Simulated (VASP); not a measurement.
Wanted: the native input for a VASP 6.6.1 run.

| Item | Value |
| --- | --- |
| Task | single point |
| Functional | PBEsol |
| Potentials or basis | VASP PAW PBE potentials, release 64 (Sn_d, Zn, Cu, S) |
| Cutoff | 520 eV |
| k mesh | 7 × 7 × 7 |
| Occupations | fermi-dirac, width 0.05 eV |
| Spin | no spin polarisation |
| Dipole correction | no |
| Further INCAR settings | ALGO = Normal; EDIFF = 1e-06; NBANDS = 46 |

The structure of ZnCu2SnS4 lies in POSCAR:

```
ZnCu2SnS4
1.0
   -2.6877428890      2.6877428890      5.3736893493
    2.6877428890     -2.6877428890      5.3736893493
    2.6877428890      2.6877428890     -5.3736893493
Sn Zn Cu S
1 1 2 4
Direct
    0.5000000000      0.5000000000      0.0000000000
    0.2500000000      0.7500000000      0.5000000000
    0.7500000000      0.2500000000      0.5000000000
    0.0000000000      0.0000000000      0.0000000000
    0.6384722707      0.6296429677      0.5280733620
    0.8896010913      0.3615277293     -0.0088293030
    0.1015696057      0.1103989087      0.4719266380
    0.3703570323      0.8984303943      1.0088293030
```

These files were run (other wordings do the same):

INCAR

```
PREC = Accurate
ENCUT = 520
EDIFF = 1E-6
ISMEAR = -1
SIGMA = 0.05
LREAL = False
LASPH = True
NELM = 80
ALGO = Normal
ISIF = 2
LWAVE = False
LCHARG = True
GGA = PS
LELF = True
LVHAR = True
NBANDS = 46
```

KPOINTS

```
regular mesh
0
Gamma
  7 7 7
```

Potentials or basis: VASP PAW PBE potentials, release 64 (Sn_d, Zn, Cu, S).

Run with:

```sh
$ cat potpaw_PBE.64/Sn_d/POTCAR potpaw_PBE.64/Zn/POTCAR potpaw_PBE.64/Cu/POTCAR potpaw_PBE.64/S/POTCAR > POTCAR
$ mpirun -np 1 vasp_std > vasp.out
```

It gave:

```yaml
Pressure: 0.2 GPa
Largest_force: 0.036 eV/Å
Band_gap_on_the_k_mesh: 0.13 eV, direct
```

Caveat: the PAW data sets were made with another functional, which shifts forces and pressure a little; spin-orbit coupling is left out, which moves the levels of the heavy elements.

Wall time 12 min on 1 thread of AMD EPYC 7R13 Processor (Zen 3), on a shared host, peak memory 0.56 GiB.
